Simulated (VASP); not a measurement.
# HfSn2S6 (P-3m1) in VASP: a series of runs

HfSn2S6 is run at these levels: PBE; tasks: single point.

All numbers are computed with VASP 6.6.1; they aren't measurements. Logs are shortened: lines on timing, memory, paths and dates and some standing lists are left out, and cuts for length are marked.

## Step 1: The cell of the first run

Symmetry: P-3m1, No. 164, trigonal system. The conventional cell has a = 3.684 Å, b = 3.684 Å, c = 20.417 Å, α = 90.00°, β = 90.00°, γ = 120.00°. Within 3.4 Å of Hf (site symmetry -3m) lie 6 S at 2.56 Å. Sn (site symmetry 3m) has 6 S at 2.59 Å within 3.4 Å. Within 3.4 Å of S (site symmetry 3m) lie 3 Sn at 2.59 Å. Within 3.4 Å of S (site symmetry 3m) lie 3 Hf at 2.56 Å. S (site symmetry 3m) has 3 Sn at 2.59 Å within 3.4 Å.

## Step 2: Single point, PBE

The input, INCAR:

```
  PREC = Accurate
  ENCUT = 520
  EDIFF = 1E-6
  ISMEAR = 0
  SIGMA = 0.02
  LREAL = F
  LASPH = T
  NELM = 80
  ALGO = Normal
  ISIF = 2
  LWAVE = F
  LCHARG = T
  GGA = PE
  LELF = T
  LVHAR = T
  NBANDS = 47
```

The input, KPOINTS:

```
Automatic mesh
0
Gamma
  12 12 2
```

The input, POSCAR:

```
HfSn2S6
1.0
    3.6843342416      0.0000000000      0.0000000000
   -1.8421671208      3.1907270493      0.0000000000
    0.0000000000      0.0000000000     20.4166457174
Hf Sn S
1 2 6
Direct
    0.0000000000      0.0000000000      0.0000000000
    0.0000000000      0.0000000000      0.6681737232
    0.0000000000      0.0000000000      0.3318262768
    0.3333333333      0.6666666667      0.7409116362
    0.3333333333      0.6666666667      0.0701018375
    0.3333333333      0.6666666667      0.4045605087
    0.6666666667      0.3333333333      0.9298981625
    0.6666666667      0.3333333333      0.2590883638
    0.6666666667      0.3333333333      0.5954394913
```

Potentials or basis: VASP PAW PBE potentials, release 64 (Hf_pv, Sn_d, S).

Command:

```bash
$ cat potpaw_PBE.64/Hf_pv/POTCAR potpaw_PBE.64/Sn_d/POTCAR potpaw_PBE.64/S/POTCAR > POTCAR
$ mpirun -np 1 vasp_std > vasp.out
```

OUTCAR:

```text
PREC = Accurate
   ENCUT = 520
   EDIFF = 1E-6
   ISMEAR = 0
   LREAL = F
   LASPH = T
   NELM = 80
   ISIF = 2
   GGA = PE

 ion  position               nearest neighbor table
   1  0.000  0.000  0.000-   5 2.56   7 2.56   7 2.56   5 2.56   7 2.56   5 2.56
   2  0.000  0.000  0.668-   9 2.59   9 2.59   9 2.59   4 2.59   4 2.59   4 2.59
   3  0.000  0.000  0.332-   6 2.59   6 2.59   6 2.59   8 2.59   8 2.59   8 2.59
   4  0.333  0.667  0.741-   2 2.59   2 2.59   2 2.59
   5  0.333  0.667  0.070-   1 2.56   1 2.56   1 2.56
   6  0.333  0.667  0.405-   3 2.59   3 2.59   3 2.59
   7  0.667  0.333  0.930-   1 2.56   1 2.56   1 2.56
   8  0.667  0.333  0.259-   3 2.59   3 2.59   3 2.59
   9  0.667  0.333  0.595-   2 2.59   2 2.59   2 2.59

  LATTYP: Found a hexagonal cell.
 ALAT       =     3.6843342416
 C/A-ratio  =     5.5414748985

  Lattice vectors:

 A1 = (   3.6843342416,   0.0000000000,   0.0000000000)
 A2 = (  -1.8421671208,   3.1907270493,   0.0000000000)
 A3 = (   0.0000000000,   0.0000000000,  20.4166457174)

Analysis of symmetry for initial positions (statically):
=====================================================================
 Subroutine PRICEL returns:
 Original cell was already a primitive cell.

 Routine SETGRP: Setting up the symmetry group for a
 hexagonal supercell.

 Subroutine GETGRP returns: Found 12 space group operations
 (whereof 12 operations were pure point group operations)
 out of a pool of 24 trial point group operations.

The static configuration has the point symmetry D_3d.

Analysis of symmetry for dynamics (positions and initial velocities):
=====================================================================
 Subroutine PRICEL returns:
 Original cell was already a primitive cell.

 Routine SETGRP: Setting up the symmetry group for a
 hexagonal supercell.

 Subroutine GETGRP returns: Found 12 space group operations
 (whereof 12 operations were pure point group operations)
 out of a pool of 24 trial point group operations.

The dynamic configuration has the point symmetry D_3d.

 Subroutine INISYM returns: Found 12 space group operations
 (whereof 12 operations are pure point group operations),
 and found     1 'primitive' translations

----------------------------------------------------------------------------------------

                                     Primitive cell

  volume of cell :     240.0121

  direct lattice vectors                    reciprocal lattice vectors
     3.684334242  0.000000000  0.000000000     0.271419457  0.156704097  0.000000000
    -1.842167121  3.190727049  0.000000000     0.000000000  0.313408193  0.000000000
     0.000000000  0.000000000 20.416645717     0.000000000  0.000000000  0.048979642

  length of vectors
     3.684334242  3.684334242 20.416645717     0.313408193  0.313408193  0.048979642

  position of ions in fractional coordinates (direct lattice)
     0.000000000  0.000000000  0.000000000
     0.000000000  0.000000000  0.668173723
     0.000000000  0.000000000  0.331826277
     0.333333333  0.666666667  0.740911636
     0.333333333  0.666666667  0.070101837
     0.333333333  0.666666667  0.404560509
     0.666666667  0.333333333  0.929898163
     0.666666667  0.333333333  0.259088364
     0.666666667  0.333333333  0.595439491

  ion indices of the primitive-cell ions
   primitive index   ion index
                 1           1
                 2           2
                 3           3
                 4           4
                 5           5
                 6           6
                 7           7
                 8           8
                 9           9

----------------------------------------------------------------------------------------

 KPOINTS: Automatic mesh

Automatic generation of k-mesh.
 Grid dimensions read from file:
 generate k-points for:   12   12    2

 Generating k-lattice:

  Cartesian coordinates                     Fractional coordinates (reciprocal lattice)
     0.022618288  0.013058675  0.000000000     0.083333333  0.000000000  0.000000000
     0.000000000  0.026117349  0.000000000     0.000000000  0.083333333  0.000000000
     0.000000000  0.000000000  0.024489821     0.000000000  0.000000000  0.500000000

  Length of vectors
     0.026117349  0.026117349  0.024489821

  Shift w.r.t. Gamma in fractional coordinates (k-lattice)
     0.000000000  0.000000000  0.000000000

 Subroutine IBZKPT returns following result:
 ===========================================

 Found     38 irreducible k-points:

 Following reciprocal coordinates:
            Coordinates               Weight
  0.000000  0.000000  0.000000      1.000000
  0.083333  0.000000  0.000000      6.000000
  0.166667  0.000000  0.000000      6.000000
  0.250000  0.000000  0.000000      6.000000
  0.333333 -0.000000  0.000000      6.000000
  0.416667  0.000000  0.000000      6.000000
[... 16 lines left out ...]
  0.250000  0.000000  0.500000      6.000000
  0.333333 -0.000000  0.500000      6.000000
 [... further k-points ...]
   k-points           NKPTS =     38   k-points in BZ     NKDIM =     38   number of bands    NBANDS=     47
   number of dos      NEDOS =    301   number of ions     NIONS =      9
   total plane-waves  NPLWV = 125440
   dimension x,y,z NGX =    28 NGY =   28 NGZ =  160
   dimension x,y,z NGXF=    56 NGYF=   56 NGZF=  320
   ions per type =               1   2   6
   NGX,Y,Z   is equivalent  to a cutoff of  12.63, 12.63, 13.03 a.u.
   NGXF,Y,Z  is equivalent  to a cutoff of  25.27, 25.27, 26.06 a.u.
 SYSTEM =  unknown system
   PREC   = accura    normal or accurate (medium, high low for compatibility)
   ISTART =      0    job   : 0-new  1-cont  2-samecut
   ICHARG =      2    charge: 1-file 2-atom 10-const
   ISPIN  =      1    spin polarized calculation?
   LNONCOLLINEAR =      F non collinear calculations
   LSORBIT =      F    spin-orbit coupling
   LASPH  =      T    aspherical Exc in radial PAW
   ENCUT  =  520.0 eV  38.22 Ry    6.18 a.u.   6.85  6.85 37.96*2*pi/ulx,y,z
   NELM   =     80;   NELMIN=  2; NELMDL= -5     # of ELM steps
   EDIFF  = 0.1E-05   stopping-criterion for ELM
   LREAL  =      F    real-space projection
   EDIFFG = 0.1E-04   stopping-criterion for IOM
   NSW    =      0    number of steps for IOM
   IBRION =     -1    ionic relax: 0-MD 1-quasi-New 2-CG
   NFREE  =      0    steps in history (QN), initial steepest desc. (CG)
   ISIF   =      2    stress and relaxation
   ISYM   =      2    0-nonsym 1-usesym 2-fastsym
   POTIM  = 0.5000    time-step for ionic-motion
   TEBEG  =    0.0;   TEEND  =   0.0 temperature during run
   PSTRESS=    0.0 pullay stress
   NELECT =      74.0000    total number of electrons
   NUPDOWN=      -1.0000    fix difference up-down
   EMIN   =  10.00;   EMAX   =-10.00  energy-range for DOS
   EFERMI =   0.00;   METHOD = LEGACY
   ISMEAR =     0;   SIGMA  =   0.02  broadening in eV -4-tet -1-fermi 0-gaus
   EFERMI_NEDOS =   21; number of points for ismear=-14 and -15
   IALGO  =     38    algorithm
   IMIX   =      4    mixing-type and parameters
     AMIX     =   0.40;   BMIX     =  1.00
     AMIX_MAG =   1.60;   BMIX_MAG =  1.00
  volume/ion in A,a.u.               =      26.67       179.96
  Fermi-wavevector in a.u.,A,eV,Ry     =   1.105964  2.089969 16.642057  1.223157
  Thomas-Fermi vector in A             =   2.242459
   LORBIT       =      0    0 simple, 1 ext, 2 COOP (PROOUT), +10 PAW based schemes
   GGA     = PE    functional components
   LHFCALC =     F    Hartree Fock is set to
   AEXX    =    0.0000 exact exchange contribution
   IVDW    =     0    specifies the selected vdW correction
   LEPSILON=     F    determine dielectric tensor
   LRPA    =     F    only Hartree local field effects (RPA)
 non-spin polarized calculation
 Gauss-broadening in eV      SIGMA  =   0.02
  energy-cutoff  :      520.00
  volume of cell :      240.01
 maximum number of plane-waves:      6504
 NGX is ok and might be reduce to    28
   NGX = 13   NGY = 13   NGZ = 75

 number of electron      74.0000014 magnetization

 Free energy of the ion-electron system (eV)
  ---------------------------------------------------
  ext. energy  EPLUGINS =         0.00000000
  ---------------------------------------------------
  free energy    TOTEN  =       -49.36772066 eV

  energy without entropy =      -49.36772066  energy(sigma->0) =      -49.36772066

 E-fermi :   2.7888     XC(G=0):  -8.6249

 val. band max:        2.5906585025   @ k =   0.0000   0.0000   0.5000
 cond. band min:       3.8133160553   @ k =   0.5000   0.0000   0.5000
 fundamental gap:      1.2226575528
 Fermi energy:         2.7888319738

 k-point     1 :       0.0000    0.0000    0.0000
  band No.  band energies     occupation
      1     -28.0937      2.00000
      2     -27.9860      2.00000
      3     -27.9860      2.00000
      4     -18.4624      2.00000
      5     -18.4624      2.00000
      6     -18.4624      2.00000
[... 39 lines left out ...]
     46       7.7233      0.00000
     47       7.7426      0.00000

 k-point     2 :       0.0833    0.0000    0.0000
  band No.  band energies     occupation
      1     -28.0916      2.00000
      2     -27.9970      2.00000
      3     -27.9885      2.00000
      4     -18.4661      2.00000
      5     -18.4661      2.00000
      6     -18.4585      2.00000
[... 39 lines left out ...]
     46       7.6814      0.00000
     47       7.9165      0.00000

 k-point     3 :       0.1667    0.0000    0.0000
  band No.  band energies     occupation
      1     -28.0860      2.00000
      2     -28.0270      2.00000
      3     -27.9953      2.00000
      4     -18.4774      2.00000
      5     -18.4774      2.00000
      6     -18.4488      2.00000
[... 1039 lines left out ...]
     46       8.3070      0.00000
     47       8.4769      0.00000

 k-point    24 :       0.3333   -0.0000    0.5000
  band No.  band energies     occupation
      1     -28.1082      2.00000
      2     -28.0700      2.00000
      3     -28.0138      2.00000
      4     -18.5127      2.00000
      5     -18.5127      2.00000
      6     -18.4337      2.00000
[... 39 lines left out ...]
     46       8.5087      0.00000
     47       8.6137      0.00000

 [... further k-points ...]

------------------------ aborting loop because EDIFF is reached ----------------------------------------

  FORCE on cell =-STRESS in cart. coord.  units (eV):
  Direction    XX          YY          ZZ          XY          YZ          ZX
  --------------------------------------------------------------------------------------
  -------------------------------------------------------------------------------------
  Total       -0.3460920     -0.3460920     -0.2611201      0.0000000      0.0000000      0.0000000
  in kB       -2.3103036     -2.3103036     -1.7430819      0.0000000      0.0000000      0.0000000
  external PRESSURE =      -2.1212297 kB  Pullay stress =       0.0000000 kB

 VOLUME and BASIS-vectors are now :
 -----------------------------------------------------------------------------
  energy-cutoff  :      520.00
  volume of cell :      240.01
      direct lattice vectors                 reciprocal lattice vectors
     3.684334242  0.000000000  0.000000000     0.271419457  0.156704097  0.000000000
    -1.842167121  3.190727049  0.000000000     0.000000000  0.313408193  0.000000000
     0.000000000  0.000000000 20.416645717     0.000000000  0.000000000  0.048979642

 POSITION                                       TOTAL-FORCE (eV/Angst)
 -----------------------------------------------------------------------------------
      0.00000      0.00000      0.00000         0.000000      0.000000     -0.000000
      0.00000      0.00000     13.64187         0.000000      0.000000      0.000440
      0.00000      0.00000      6.77478        -0.000000     -0.000000     -0.000440
     -0.00000      2.12715     15.12693        -0.000000      0.000000     -0.014607
     -0.00000      2.12715      1.43124         0.000000      0.000000     -0.062976
     -0.00000      2.12715      8.25977         0.000000      0.000000     -0.014300
      1.84217      1.06358     18.98540         0.000000     -0.000000      0.062976
      1.84217      1.06358      5.28972        -0.000000     -0.000000      0.014607
      1.84217      1.06358     12.15688         0.000000     -0.000000      0.014300
 -----------------------------------------------------------------------------------
    total drift:                               -0.000000      0.000000     -0.000000

  FREE ENERGIE OF THE ION-ELECTRON SYSTEM (eV)
  ---------------------------------------------------
  free  energy   TOTEN  =       -49.3677206617 eV

  energy  without entropy=      -49.3677206617  energy(sigma->0) =      -49.36772066
```

It took 19 min on 1 thread of Intel Xeon 8259CL, shared host; peak memory 0.58 GiB.

Results:

| Item | Value |
| --- | --- |
| Free energy | -49.3677 eV |
| Pressure | -0.2 GPa |
| Largest force | 0.063 eV/Å |
| Band gap on the k mesh | 1.22 eV (least direct gap 1.76 eV) |

Forces on the atoms (eV/Å):
```
Hf   0.000  0.000  0.000
Sn   0.000  0.000  0.000
Sn   0.000  0.000  0.000
S    0.000  0.000 -0.015
S    0.000  0.000 -0.063
S    0.000  0.000 -0.014
S    0.000  0.000  0.063
S    0.000  0.000  0.015
S    0.000  0.000  0.014
```

Caveat: spin-orbit coupling is left out, which moves the levels of the heavy elements; this functional lacks dispersion, which binds layers or chains, so the pressure and a relaxed spacing across them are unreliable.

## Step 3: Single point, PBE

This run uses another cell than the first one, of 27.19 Å³/atom.

The input, INCAR:

```
SYSTEM = HfSn2S6
PREC = Accurate ; ENCUT = 520
EDIFF = 1E-6 ; ISMEAR = 0
SIGMA = 0.01 ; LREAL = .False.
LASPH = .True. ; NELM = 80
ALGO = Normal ; ISIF = 2
LWAVE = .False. ; LCHARG = .False.
GGA = PE ; NBANDS = 47
```

The input, KPOINTS:

```
Automatic mesh
0
Gamma
  12 12 2
  0 0 0
```

The input, POSCAR:

```
HfSn2S6
1.0
    3.6849531097      0.0000000000      0.0000000000
   -1.8424765549      3.1912630048      0.0000000000
    0.0000000000      0.0000000000     20.8087332443
Hf Sn S
1 2 6
Direct
    0.0000000000      0.0000000000      0.0000000000
    0.0000000000      0.0000000000      0.6681855269
    0.0000000000      0.0000000000      0.3318144731
    0.3333333333      0.6666666667      0.7395124606
    0.3333333333      0.6666666667      0.0687884979
    0.3333333333      0.6666666667      0.4031394346
    0.6666666667      0.3333333333      0.9312115021
    0.6666666667      0.3333333333      0.2604875394
    0.6666666667      0.3333333333      0.5968605654
```

Potentials or basis: VASP PAW PBE potentials, release 64 (Hf_pv, Sn_d, S).

Command:

```bash
$ cat potpaw_PBE.64/Hf_pv/POTCAR potpaw_PBE.64/Sn_d/POTCAR potpaw_PBE.64/S/POTCAR > POTCAR
$ mpirun -np 1 vasp_std > vasp.out
```

Run time: 18 min. Hardware: 1 thread of Intel Xeon 8259CL, shared host; peak memory 0.59 GiB.

It converged, with:

| Item | Value |
| --- | --- |
| Free energy | -49.3682 eV |
| Pressure | -0.2 GPa |
| Largest force | 0.066 eV/Å |
| Band gap on the k mesh | 1.23 eV (least direct gap 1.77 eV) |

Forces on the atoms (eV/Å):
```
Hf   0.000  0.000  0.000
Sn   0.000  0.000  0.000
Sn   0.000  0.000  0.000
S    0.000  0.000 -0.006
S    0.000  0.000 -0.066
S    0.000  0.000 -0.006
S    0.000  0.000  0.066
S    0.000  0.000  0.006
S    0.000  0.000  0.006
```

Levels at points of the mesh, in eV from the valence-band top:
```
           k point  band 35  band 36  band 37  band 38  band 39  band 40
(0.00, 0.00, 0.00)    -0.39     0.00     0.00     1.94     2.11     2.11
(0.50, 0.00, 0.00)    -0.77    -0.56    -0.54     1.24     1.26     1.44
(0.00, 0.00, 0.50)    -0.39     0.00     0.00     1.98     2.11     2.11
(0.50, 0.00, 0.50)    -0.78    -0.56    -0.54     1.23     1.28     1.44
```

Caveat: spin-orbit coupling is left out, which moves the levels of the heavy elements; this functional lacks dispersion, which binds layers or chains, so the pressure and a relaxed spacing across them are unreliable. A k mesh can miss the band edges.
